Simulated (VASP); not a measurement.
# P (Fm-3m) in VASP: a series of runs

The runs below take P through single point, relaxation of cell and atoms, with PBE.

Program: VASP 6.6.1. These are calculated values, not measurements. Logs are shortened: lines on timing, memory, paths and dates and some standing lists are left out, and cuts for length are marked.

### 1 The cell of the first run

Symmetry: Fm-3m, No. 225, cubic system. The conventional cell has a = 3.876 Å, b = 3.876 Å, c = 3.876 Å, α = 90.00°, β = 90.00°, γ = 90.00°. P (site symmetry m-3m) has 12 P at 2.74 Å within 3.6 Å.

### 2 Single point, PBE

The input, INCAR:

```
SYSTEM = P
PREC = Accurate ; ENCUT = 520
EDIFF = 1E-7 ; ISMEAR = -1
SIGMA = 0.1 ; LREAL = .False.
LASPH = .True. ; NELM = 80
ALGO = Normal ; ISIF = 2
LWAVE = .False. ; LCHARG = .True.
GGA = PE ; LELF = .True.
LVHAR = .True. ; NBANDS = 8
```

The input, KPOINTS:

```
regular mesh
0
Gamma
  18 18 18
  0 0 0
```

The input, POSCAR:

```
P
1.0
    0.0000000000      1.9378122655      1.9378122655
    1.9378122655      0.0000000000      1.9378122655
    1.9378122655      1.9378122655      0.0000000000
P
1
Direct
    0.0000000000      0.0000000000      0.0000000000
```

Potentials or basis: VASP PAW PBE potentials, release 64 (P).

The run is started by

```
$ cat potpaw_PBE.64/P/POTCAR > POTCAR
$ mpirun -np 1 vasp_std > vasp.out
```

OUTCAR:

```text
SYSTEM = P
   PREC = Accurate
   ENCUT = 520
   EDIFF = 1E-7
   ISMEAR = -1
   LREAL = .False.
   LASPH = .True.
   NELM = 80
   ISIF = 2
   GGA = PE

 ion  position               nearest neighbor table
   1  0.000  0.000  0.000-

  LATTYP: Found a face centered cubic cell.
 ALAT       =     3.8756245310

  Lattice vectors:

 A1 = (   0.0000000000,   1.9378122655,   1.9378122655)
 A2 = (   1.9378122655,   0.0000000000,   1.9378122655)
 A3 = (   1.9378122655,   1.9378122655,   0.0000000000)

Analysis of symmetry for initial positions (statically):
=====================================================================
 Subroutine PRICEL returns:
 Original cell was already a primitive cell.

 Routine SETGRP: Setting up the symmetry group for a
 face centered cubic supercell.

 Subroutine GETGRP returns: Found 48 space group operations
 (whereof 48 operations were pure point group operations)
 out of a pool of 48 trial point group operations.

The static configuration has the point symmetry O_h .

Analysis of symmetry for dynamics (positions and initial velocities):
=====================================================================
 Subroutine PRICEL returns:
 Original cell was already a primitive cell.

 Routine SETGRP: Setting up the symmetry group for a
 face centered cubic supercell.

 Subroutine GETGRP returns: Found 48 space group operations
 (whereof 48 operations were pure point group operations)
 out of a pool of 48 trial point group operations.

The dynamic configuration has the point symmetry O_h .

 Subroutine INISYM returns: Found 48 space group operations
 (whereof 48 operations are pure point group operations),
 and found     1 'primitive' translations

----------------------------------------------------------------------------------------

                                     Primitive cell

  volume of cell :      14.5534

  direct lattice vectors                    reciprocal lattice vectors
     0.000000000  1.937812266  1.937812266    -0.258022931  0.258022931  0.258022931
     1.937812266  0.000000000  1.937812266     0.258022931 -0.258022931  0.258022931
     1.937812266  1.937812266  0.000000000     0.258022931  0.258022931 -0.258022931

  length of vectors
     2.740480387  2.740480387  2.740480387     0.446908826  0.446908826  0.446908826

  position of ions in fractional coordinates (direct lattice)
     0.000000000  0.000000000  0.000000000

  ion indices of the primitive-cell ions
   primitive index   ion index
                 1           1

----------------------------------------------------------------------------------------

 KPOINTS: regular mesh

Automatic generation of k-mesh.
 Grid dimensions read from file:
 generate k-points for:   18   18   18

 Generating k-lattice:

  Cartesian coordinates                     Fractional coordinates (reciprocal lattice)
    -0.014334607  0.014334607  0.014334607     0.055555556  0.000000000  0.000000000
     0.014334607 -0.014334607  0.014334607     0.000000000  0.055555556  0.000000000
     0.014334607  0.014334607 -0.014334607     0.000000000  0.000000000  0.055555556

  Length of vectors
     0.024828268  0.024828268  0.024828268

  Shift w.r.t. Gamma in fractional coordinates (k-lattice)
     0.000000000  0.000000000  0.000000000

 Subroutine IBZKPT returns following result:
 ===========================================

 Found    195 irreducible k-points:

 Following reciprocal coordinates:
            Coordinates               Weight
  0.000000  0.000000  0.000000      1.000000
  0.055556  0.000000  0.000000      8.000000
  0.111111  0.000000  0.000000      8.000000
  0.166667  0.000000  0.000000      8.000000
  0.222222  0.000000  0.000000      8.000000
  0.277778  0.000000  0.000000      8.000000
[... 16 lines left out ...]
 -0.277778  0.055556  0.000000     24.000000
 -0.222222  0.055556  0.000000     24.000000
 [... further k-points ...]
   k-points           NKPTS =    195   k-points in BZ     NKDIM =    195   number of bands    NBANDS=      8
   number of dos      NEDOS =    301   number of ions     NIONS =      1
   total plane-waves  NPLWV =   8000
   dimension x,y,z NGX =    20 NGY =   20 NGZ =   20
   dimension x,y,z NGXF=    40 NGYF=   40 NGZF=   40
   ions per type =               1
   NGX,Y,Z   is equivalent  to a cutoff of  12.13, 12.13, 12.13 a.u.
   NGXF,Y,Z  is equivalent  to a cutoff of  24.27, 24.27, 24.27 a.u.
 SYSTEM =  P
   PREC   = accura    normal or accurate (medium, high low for compatibility)
   ISTART =      0    job   : 0-new  1-cont  2-samecut
   ICHARG =      2    charge: 1-file 2-atom 10-const
   ISPIN  =      1    spin polarized calculation?
   LNONCOLLINEAR =      F non collinear calculations
   LSORBIT =      F    spin-orbit coupling
   LASPH  =      T    aspherical Exc in radial PAW
   ENCUT  =  520.0 eV  38.22 Ry    6.18 a.u.   5.10  5.10  5.10*2*pi/ulx,y,z
   NELM   =     80;   NELMIN=  2; NELMDL= -5     # of ELM steps
   EDIFF  = 0.1E-06   stopping-criterion for ELM
   LREAL  =      F    real-space projection
   EDIFFG = 0.1E-05   stopping-criterion for IOM
   NSW    =      0    number of steps for IOM
   IBRION =     -1    ionic relax: 0-MD 1-quasi-New 2-CG
   NFREE  =      0    steps in history (QN), initial steepest desc. (CG)
   ISIF   =      2    stress and relaxation
   ISYM   =      2    0-nonsym 1-usesym 2-fastsym
   POTIM  = 0.5000    time-step for ionic-motion
   TEBEG  =    0.0;   TEEND  =   0.0 temperature during run
   PSTRESS=    0.0 pullay stress
   NELECT =       5.0000    total number of electrons
   NUPDOWN=      -1.0000    fix difference up-down
   EMIN   =  10.00;   EMAX   =-10.00  energy-range for DOS
   EFERMI =   0.00;   METHOD = LEGACY
   ISMEAR =    -1;   SIGMA  =   0.10  broadening in eV -4-tet -1-fermi 0-gaus
   EFERMI_NEDOS =   21; number of points for ismear=-14 and -15
   IALGO  =     38    algorithm
   IMIX   =      4    mixing-type and parameters
     AMIX     =   0.40;   BMIX     =  1.00
     AMIX_MAG =   1.60;   BMIX_MAG =  1.00
  volume/ion in A,a.u.               =      14.55        98.21
  Fermi-wavevector in a.u.,A,eV,Ry     =   1.146594  2.166749 17.887289  1.314679
  Thomas-Fermi vector in A             =   2.283278
   LORBIT       =      0    0 simple, 1 ext, 2 COOP (PROOUT), +10 PAW based schemes
   GGA     = PE    functional components
   LHFCALC =     F    Hartree Fock is set to
   AEXX    =    0.0000 exact exchange contribution
   IVDW    =     0    specifies the selected vdW correction
   LEPSILON=     F    determine dielectric tensor
   LRPA    =     F    only Hartree local field effects (RPA)
 non-spin polarized calculation
  energy-cutoff  :      520.00
  volume of cell :       14.55
 maximum number of plane-waves:       403
   NGX = 11   NGY = 11   NGZ = 11

 number of electron       5.0000000 magnetization

 Free energy of the ion-electron system (eV)
  ---------------------------------------------------
  ext. energy  EPLUGINS =         0.00000000
  ---------------------------------------------------
  free energy    TOTEN  =        -4.52765546 eV

  energy without entropy =       -4.51171202  energy(sigma->0) =       -4.51968374

 E-fermi :   9.8029     XC(G=0): -11.4802

 val. band max:        9.7944047759   @ k =   0.5000   0.4444   0.0556
 cond. band min:       9.8038099482   @ k =   0.4444   0.2778   0.0556
 fundamental gap:      0.0094051723
 Fermi energy:         9.8028794662

 k-point     1 :       0.0000    0.0000    0.0000
  band No.  band energies     occupation
      1      -6.5525      2.00000
      2      16.5547      0.00000
      3      16.5547      0.00000
      4      16.5547      0.00000
      5      21.2041      0.00000
      6      21.2041      0.00000
      7      21.2041      0.00000
      8      27.4370      0.00000

 k-point     2 :       0.0556    0.0000    0.0000
  band No.  band energies     occupation
      1      -6.4662      2.00000
      2      15.8158      0.00000
      3      16.4234      0.00000
      4      16.4235      0.00000
      5      21.2781      0.00000
      6      21.4242      0.00000
      7      21.4242      0.00000
      8      27.1082      0.00000

 k-point     3 :       0.1111    0.0000    0.0000
  band No.  band energies     occupation
      1      -6.2078      2.00000
      2      14.1148      0.00000
      3      16.1040      0.00000
      4      16.1040      0.00000
      5      21.2820      0.00000
      6      21.9555      0.00000
      7      21.9555      0.00000
      8      26.4174      0.00000

 k-point     4 :       0.1667    0.0000    0.0000
  band No.  band energies     occupation
      1      -5.7785      2.00000
      2      12.0679      0.00000
      3      15.7231      0.00000
      4      15.7231      0.00000
      5      21.1355      0.00000
      6      22.4288      0.00000
      7      22.4288      0.00000
      8      25.9535      0.00000

 k-point     5 :       0.2222    0.0000    0.0000
  band No.  band energies     occupation
      1      -5.1809      2.00000
      2       9.9504      0.37233
      3      15.3643      0.00000
      4      15.3643      0.00000
      5      20.9316      0.00000
      6      22.3547      0.00000
      7      22.3547      0.00000
      8      26.3045      0.00000
[... 177 lines left out ...]
 k-point    22 :      -0.3333    0.0556    0.0000
  band No.  band energies     occupation
      1      -3.0937      2.00000
      2       5.3608      2.00000
      3      13.7517      0.00000
      4      15.0587      0.00000
      5      20.9041      0.00000
      6      20.9379      0.00000
      7      21.1429      0.00000
      8      27.5042      0.00000

 k-point    23 :      -0.2778    0.0556    0.0000
  band No.  band energies     occupation
      1      -4.0557      2.00000
      2       7.2758      2.00000
      3      13.8726      0.00000
      4      15.3970      0.00000
      5      21.0932      0.00000
      6      21.3674      0.00000
      7      21.7826      0.00000
      8      26.8230      0.00000

 k-point    24 :      -0.2222    0.0556    0.0000
  band No.  band energies     occupation
      1      -4.8692      2.00000
      2       9.3117      1.98538
      3      14.1061      0.00000
      4      15.7595      0.00000
      5      21.2154      0.00000
      6      21.8945      0.00000
      7      22.4879      0.00000
      8      25.5378      0.00000

 [... further k-points ...]

------------------------ aborting loop because EDIFF is reached ----------------------------------------

  FORCE on cell =-STRESS in cart. coord.  units (eV):
  Direction    XX          YY          ZZ          XY          YZ          ZX
  --------------------------------------------------------------------------------------
  -------------------------------------------------------------------------------------
  Total       -0.0151343     -0.0151343     -0.0151343     -0.0000000     -0.0000000      0.0000000
  in kB       -1.6661236     -1.6661236     -1.6661236     -0.0000000     -0.0000000      0.0000000
  external PRESSURE =      -1.6661236 kB  Pullay stress =       0.0000000 kB

 VOLUME and BASIS-vectors are now :
 -----------------------------------------------------------------------------
  energy-cutoff  :      520.00
  volume of cell :       14.55
      direct lattice vectors                 reciprocal lattice vectors
     0.000000000  1.937812266  1.937812266    -0.258022931  0.258022931  0.258022931
     1.937812266  0.000000000  1.937812266     0.258022931 -0.258022931  0.258022931
     1.937812266  1.937812266  0.000000000     0.258022931  0.258022931 -0.258022931

 POSITION                                       TOTAL-FORCE (eV/Angst)
 -----------------------------------------------------------------------------------
      0.00000      0.00000      0.00000         0.000000      0.000000      0.000000
 -----------------------------------------------------------------------------------
    total drift:                                0.000000      0.000000     -0.000000

  FREE ENERGIE OF THE ION-ELECTRON SYSTEM (eV)
  ---------------------------------------------------
  free  energy   TOTEN  =        -4.5276554552 eV

  energy  without entropy=       -4.5117120167  energy(sigma->0) =       -4.51968374
```

It took 7 s on 1 thread of Intel Xeon 6975P-C (Granite Rapids), shared host; peak memory 0.13 GiB.

Results:

* Free energy: -4.5277 eV
* Pressure: -0.2 GPa

### 3 Single point, PBE

The input, INCAR:

```
PREC = Accurate
ENCUT = 520
EDIFF = 1E-6
ISMEAR = -1
SIGMA = 0.1
LREAL = F
LASPH = T
NELM = 100
ALGO = Normal
ISIF = 2
LWAVE = F
LCHARG = T
GGA = PE
LELF = T
LVHAR = T
NBANDS = 8
```

The input, KPOINTS:

```
Automatic mesh
0
Gamma
  18 18 18
```

POSCAR is that of step 2.

Potentials or basis: VASP PAW PBE potentials, release 64 (P).

The run is started by

```
$ cat potpaw_PBE.64/P/POTCAR > POTCAR
$ mpirun -np 1 vasp_std > vasp.out
```

OUTCAR:

```text
PREC = Accurate
   ENCUT = 520
   EDIFF = 1E-6
   ISMEAR = -1
   LREAL = F
   LASPH = T
   NELM = 100
   ISIF = 2
   GGA = PE

 ion  position               nearest neighbor table
   1  0.000  0.000  0.000-

  LATTYP: Found a face centered cubic cell.
 ALAT       =     3.8756245310

  Lattice vectors:

 A1 = (   0.0000000000,   1.9378122655,   1.9378122655)
 A2 = (   1.9378122655,   0.0000000000,   1.9378122655)
 A3 = (   1.9378122655,   1.9378122655,   0.0000000000)

Analysis of symmetry for initial positions (statically):
=====================================================================
 Subroutine PRICEL returns:
 Original cell was already a primitive cell.

 Routine SETGRP: Setting up the symmetry group for a
 face centered cubic supercell.

 Subroutine GETGRP returns: Found 48 space group operations
 (whereof 48 operations were pure point group operations)
 out of a pool of 48 trial point group operations.

The static configuration has the point symmetry O_h .

Analysis of symmetry for dynamics (positions and initial velocities):
[... 158 lines left out ...]
 val. band max:        9.7945681379   @ k =   0.5000   0.4444   0.0556
 cond. band min:       9.8039725742   @ k =   0.4444   0.2778   0.0556
 fundamental gap:      0.0094044362
 Fermi energy:         9.8030314333

 k-point     1 :       0.0000    0.0000    0.0000
  band No.  band energies     occupation
      1      -6.5524      2.00000
      2      16.5549      0.00000
      3      16.5549      0.00000
      4      16.5549      0.00000
      5      21.2042      0.00000
      6      21.2042      0.00000
      7      21.2042      0.00000
      8      27.4373      0.00000
[... 243 lines left out ...]
 k-point    24 :      -0.2222    0.0556    0.0000
  band No.  band energies     occupation
      1      -4.8690      2.00000
      2       9.3119      1.98538
      3      14.1063      0.00000
      4      15.7597      0.00000
      5      21.2154      0.00000
      6      21.8947      0.00000
      7      22.4880      0.00000
      8      25.5380      0.00000

 [... further k-points ...]

------------------------ aborting loop because EDIFF is reached ----------------------------------------

  FORCE on cell =-STRESS in cart. coord.  units (eV):
  Direction    XX          YY          ZZ          XY          YZ          ZX
  --------------------------------------------------------------------------------------
  -------------------------------------------------------------------------------------
  Total       -0.0162362     -0.0162362     -0.0162362     -0.0000000     -0.0000000     -0.0000000
  in kB       -1.7874387     -1.7874387     -1.7874387     -0.0000000     -0.0000000     -0.0000000
  external PRESSURE =      -1.7874387 kB  Pullay stress =       0.0000000 kB

 VOLUME and BASIS-vectors are now :
 -----------------------------------------------------------------------------
  energy-cutoff  :      520.00
  volume of cell :       14.55
      direct lattice vectors                 reciprocal lattice vectors
     0.000000000  1.937812266  1.937812266    -0.258022931  0.258022931  0.258022931
     1.937812266  0.000000000  1.937812266     0.258022931 -0.258022931  0.258022931
     1.937812266  1.937812266  0.000000000     0.258022931  0.258022931 -0.258022931

 POSITION                                       TOTAL-FORCE (eV/Angst)
 -----------------------------------------------------------------------------------
      0.00000      0.00000      0.00000         0.000000      0.000000      0.000000
 -----------------------------------------------------------------------------------
    total drift:                                0.000000      0.000000     -0.000000

  FREE ENERGIE OF THE ION-ELECTRON SYSTEM (eV)
  ---------------------------------------------------
  free  energy   TOTEN  =        -4.5276557884 eV

  energy  without entropy=       -4.5117125366  energy(sigma->0) =       -4.51968416
```

stdout:

```text
POSCAR found type information on POSCAR P
 POSCAR found :  1 types and       1 ions
 scaLAPACK will be used
 LDA part: xc-table for (Slater+PW92), standard interpolation
 POSCAR, INCAR and KPOINTS ok, starting setup
 FFT: planning ... GRIDC
 FFT: planning ... GRID_SOFT
 FFT: planning ... GRID
 WAVECAR not read
 entering main loop
```

It took 6.8 s on 1 thread of Intel Xeon 6975P-C (Granite Rapids), shared host; peak memory 0.12 GiB.

What came out:

| Item | Value |
| --- | --- |
| Free energy | -4.5277 eV |
| Pressure | -0.2 GPa |

Levels at points of the mesh, in eV from the Fermi level:
```tsv
k point	band 1	band 2	band 3	band 4	band 5	band 6	band 7
(0.00, 0.00, 0.00)	-16.36	6.75	6.75	6.75	11.40	11.40	11.40
(0.50, 0.00, 0.00)	-10.52	-8.05	4.78	4.78	10.47	10.47	10.64
(0.50, 0.50, 0.00)	-7.90	-6.72	0.66	0.66	4.36	4.99	22.94
```

### 4 Relaxation of cell and atoms, PBE

This run uses another cell than the first one, of 15.00 Å³/atom, 1.031 times its volume.

The input, INCAR:

```
  ALGO = Normal
  EDIFF = 1E-7
  EDIFFG = -0.005
  ENCUT = 600
  GGA = PE
  IBRION = 2
  ISIF = 3
  ISMEAR = -1
  LASPH = True
  LCHARG = False
  LREAL = False
  LWAVE = False
  NELM = 100
  NSW = 60
  PREC = Accurate
  SIGMA = 0.1
```

The input, KPOINTS:

```
k-points
0
Gamma
  18 18 18
```

The input, POSCAR:

```
P
1.0
    0.0000000000      1.9574338206      1.9574338206
    1.9574338206      0.0000000000      1.9574338206
    1.9574338206      1.9574338206      0.0000000000
P
1
Direct
    0.0000000000      0.0000000000      0.0000000000
```

The run is started by

```
$ cat potpaw_PBE.64/P/POTCAR > POTCAR
$ mpirun -np 1 vasp_std > vasp.out
```

It took 12 s on 1 thread of Intel Xeon 6975P-C (Granite Rapids), shared host; peak memory 0.14 GiB.

Results (log left out):

- Free energy: -4.5278 eV
- Relaxed volume: 14.53 Å³/atom
- Relaxed cell: a = 2.739 Å, b = 2.739 Å, c = 2.739 Å, α = 60.00°, β = 60.00°, γ = 60.00°
- Space group after relaxing (to 0.05 Å): Fm-3m (No. 225)
- Energy gained by relaxing: 4.2 meV/atom
- Ionic steps: 3
- Pressure after relaxing: 0.0 GPa

Step by step:
| step | energy change (eV) | largest force (eV/Å) | pressure (GPa) | volume (Å³) |
| --- | --- | --- | --- | --- |
| 1 | 0.0000 | 0.0000 | -2.79 | 15.00 |
| 2 | -0.0040 | 0.0000 | 0.59 | 14.44 |
| 3 | -0.0042 | 0.0000 | 0.00 | 14.53 |

Final structure:
```xyz
1
Lattice="0.0000 1.9367 1.9367 1.9367 0.0000 1.9367 1.9367 1.9367 0.0000" Properties=species:S:1:pos:R:3 pbc="T T T"
P     0.0000    0.0000    0.0000
```

Levels at points of the mesh, in eV from the Fermi level:
```
           k point  band 1  band 2  band 3  band 4  band 5
(0.00, 0.00, 0.00)  -16.37    6.77    6.77    6.77   11.40
(0.50, 0.00, 0.00)  -10.53   -8.06    4.79    4.79   10.47
(0.50, 0.50, 0.00)   -7.90   -6.73    0.66    0.66    4.35
```
